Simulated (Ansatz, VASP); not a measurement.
**Two plane-wave programs on Os**

```xyz
1
Lattice="-1.5180 1.5180 1.5180 1.5180 -1.5180 1.5180 1.5180 1.5180 -1.5180" Properties=species:S:1:pos:R:3 pbc="T T T"
Os    0.0000    0.0000    0.0000
```

Alike in both runs: task relaxation of cell and atoms; functional LDA; k mesh 14 × 14 × 14; occupations fermi-dirac, width 0.1 eV; no spin polarisation.

|  | VASP | Ansatz |
| --- | --- | --- |
| version | VASP 6.6.1 | Ansatz 0.2.0 |
| potentials or method | VASP PAW LDA potentials, release 64 (Os), cutoff 600 eV | plane waves (420 eV) with PAW, scalar-relativistic |
| valence electrons in the cell | 8 | 16 |

VASP gave:

* relaxed volume (Å³/atom): 14.20
* relaxed length of the cell vector where the two differ most in proportion (Å): 2.642

Problem. Estimate Ansatz's values.

Solution. Relaxed volume (Å³/atom): 14.15; relaxed length of the cell vector where the two differ most in proportion (Å): 2.639.

Ansatz warns that its potentials were made for another functional, while VASP's fit it. LDA's correlation is that of Perdew and Zunger in VASP and of Perdew and Wang (1992) in Ansatz. VASP's potentials hold 8 valence electrons a cell and Ansatz's 16, so a difference there can come from the potentials and not from the codes.

Spin-orbit coupling is off throughout.
